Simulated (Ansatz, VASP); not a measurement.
Re in VASP and in Ansatz

File INCAR:

```
SYSTEM = Re
PREC     = Accurate       ! precision mode
ENCUT    = 560            ! plane-wave cutoff, eV
EDIFF    = 1E-6           ! SCF threshold, eV
ISMEAR   = -1             ! smearing method
SIGMA    = 0.1            ! smearing width, eV
LREAL    = .False.        ! projectors in reciprocal space
LASPH    = .True.         ! aspherical terms in the spheres
NELM     = 120            ! most SCF steps
ALGO     = Normal         ! electronic algorithm
ISIF     = 2              ! what is computed and relaxed
LWAVE    = .False.        ! write WAVECAR
LCHARG   = .False.        ! write CHGCAR
GGA      = PS             ! functional
NBANDS   = 22             ! bands
GGA_COMPAT= .False.
```

Contents of KPOINTS:

```
Automatic mesh
0
Gamma
  11 11 11
  0 0 0
```

POSCAR

```
Re
1.0
    0.0000000000      2.7975195331      2.7975195331
    2.7975195331      0.0000000000      2.7975195331
    2.7975195331      2.7975195331      0.0000000000
Re
2
Direct
    0.1250000000      0.1250000000      0.1250000000
    0.8750000000      0.8750000000      0.8750000000
```

Input for Ansatz:

```yaml
crystal:
  lattice:
    - [0.0, 2.7975195331, 2.7975195331]
    - [2.7975195331, 0.0, 2.7975195331]
    - [2.7975195331, 2.7975195331, 0.0]
  atoms:
    - { symbol: Re, position: [0.125, 0.125, 0.125] }
    - { symbol: Re, position: [0.875, 0.875, 0.875] }
hamiltonian:
  xc: pbesol
  pseudopotentials:
    kind: paw
    azcp:
      Re: "pseudopotentials/Re.paw.azcp"
basis:
  ecutwfc: 420
  fft_grid_basis: typed
kpoints:
  mp_grid: { grid: [11, 11, 11], shift: [0, 0, 0] }
magnetization:
  spin_polarized: false
scf:
  occupations: { method: fermi_dirac, width: 0.1 }
  lower_state_search: "off"
output:
  stress: true
  write_density: true
  write_potential: true
  elf: true
  volumetric_format: npy
```

Alike in both runs: task single point; functional PBEsol; k mesh 11 × 11 × 11; occupations fermi-dirac, width 0.1 eV; no spin polarisation.

|  | VASP | Ansatz |
| --- | --- | --- |
| version | VASP 6.6.1 | Ansatz 0.2.0 |
| potentials or method | VASP PAW PBE potentials, release 64 (Re_sv_GW), cutoff 560 eV | plane waves (420 eV) with PAW, scalar-relativistic |
| valence electrons in the cell | 30 | 30 |

```csv
,VASP,Ansatz,Ansatz less VASP
pressure (GPa),-2.3,-0.1,+2.24
```

VASP's potentials were made for PBE, not for PBEsol, and Ansatz warns of the same on its side. The functional is the same, so the differences come from potentials, cutoffs and numerics.

Spin-orbit coupling is off throughout.
